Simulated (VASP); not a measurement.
Wanted: the native input for a VASP 6.6.1 run.

* Task: relaxation of cell and atoms
* Functional: PBE
* Potentials or basis: VASP PAW PBE potentials, release 64 (Hf_pv, Ru_pv)
* Cutoff: 600 eV
* k mesh: 4 × 4 × 4
* Occupations: gaussian, width 0.1 eV
* Spin: no spin polarisation
* Dipole correction: no
* Further INCAR settings: ALGO = Normal; EDIFF = 1e-07; IBRION = 2; EDIFFG = -0.04; NSW = 90; ISIF = 3

The structure of Hf3Ru lies in POSCAR:

```
Hf3Ru
1.0
    4.1220140315      0.0000000000      0.0000000000
    0.0000000000      4.1220140315      0.0000000000
    0.0000000000      0.0000000000      4.1220140315
Hf Ru
3 1
Direct
    0.0000000000      0.5000000000      0.5000000000
    0.5000000000      0.0000000000      0.5000000000
    0.5000000000      0.5000000000      0.0000000000
    0.0000000000      0.0000000000      0.0000000000
```

One way to write it, as run:

INCAR

```
ALGO = Normal
EDIFF = 1E-7
EDIFFG = -0.04
ENCUT = 600
GGA = PE
IBRION = 2
ISIF = 3
ISMEAR = 0
LASPH = True
LCHARG = False
LREAL = False
LWAVE = False
NELM = 60
NSW = 90
PREC = Accurate
SIGMA = 0.1
```

KPOINTS

```
k-points
0
Gamma
  4 4 4
```

Potentials or basis: VASP PAW PBE potentials, release 64 (Hf_pv, Ru_pv).

Launch:

```bash
$ cat potpaw_PBE.64/Hf_pv/POTCAR potpaw_PBE.64/Ru_pv/POTCAR > POTCAR
$ mpirun -np 1 vasp_std > vasp.out
```

Results of the run:

```
Relaxed volume                        : 19.73 Å³/atom
Relaxed cell                          : a = 4.289 Å, b = 4.289 Å, c = 4.289 Å, α = 90.00°, β = 90.00°, γ = 90.00°
Space group after relaxing (to 0.1 Å) : Pm-3m (No. 221)
Energy gained by relaxing             : 125.2 meV/atom
Ionic steps                           : 4
Pressure after relaxing               : 0.0 GPa
Band gap on the k mesh                : zero (bands 22 and 23 overlap by 1.40 eV)
```

Caveat: the k points lie up to 0.37 Å⁻¹ apart in the final cell, too coarse for converged energies and pressures of a metal; spin-orbit coupling is left out, which moves the levels of the heavy elements.

It took 3.6 min on 1 thread of Oxide Virtual Turin-like Processor, with other jobs on the host, peak memory 0.19 GiB.
